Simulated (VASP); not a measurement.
Write the native input for VASP 6.6.1 that does the following.

```yaml
Task: single point
Functional: PBE
Potentials_or_basis: VASP PAW PBE potentials, release 64 (Tm_3, H, Os), 4f in core
Cutoff: 600 eV
k_mesh: 10 × 10 × 10
Occupations: gaussian, width 0.1 eV
Spin: no spin polarisation
Dipole_correction: no
Further_INCAR_settings: ALGO = Normal; EDIFF = 1e-06; NBANDS = 16
```

The structure of TmHOs lies in POSCAR:

```
TmHOs
1.0
    3.3047196942      0.0000000000      0.0000000000
    0.0000000000      3.3047196942      0.0000000000
    0.0000000000      0.0000000000      3.5516519044
Tm H Os
1 1 1
Direct
    0.5000000000      0.5000000000      0.5000000000
    0.0000000000      0.0000000000      0.5000000000
    0.0000000000      0.0000000000      0.0000000000
```

The input as run:

INCAR

```
  PREC = Accurate
  ENCUT = 600
  EDIFF = 1E-6
  ISMEAR = 0
  SIGMA = 0.1
  LREAL = False
  LASPH = True
  NELM = 200
  ALGO = Normal
  ISIF = 2
  LWAVE = False
  LCHARG = False
  GGA = PE
  NBANDS = 16
  GGA_COMPAT = False
  LMAXMIX = 6
```

KPOINTS

```
Automatic mesh
0
Gamma
  10 10 10
```

Potentials or basis: VASP PAW PBE potentials, release 64 (Tm_3, H, Os), 4f in core.

Launch:

```sh
$ cat potpaw_PBE.64/Tm_3/POTCAR potpaw_PBE.64/H/POTCAR potpaw_PBE.64/Os/POTCAR > POTCAR
$ mpirun -np 1 vasp_std > vasp.out
```

It gave:

| Quantity | Value |
| --- | --- |
| Pressure | 10.7 GPa |
| Band gap on the k mesh | zero (bands 9 and 10 overlap by 2.29 eV) |

Caveat: the cell stands under pressure; spin-orbit coupling is left out, which moves the levels of the heavy elements; the 4f electrons are frozen in the core, so they carry no moment and show no levels.

Wall time 36 s on 1 thread of Intel(R) Xeon(R) 6975P-C (Granite Rapids), with other jobs on the host, peak memory 0.24 GiB.
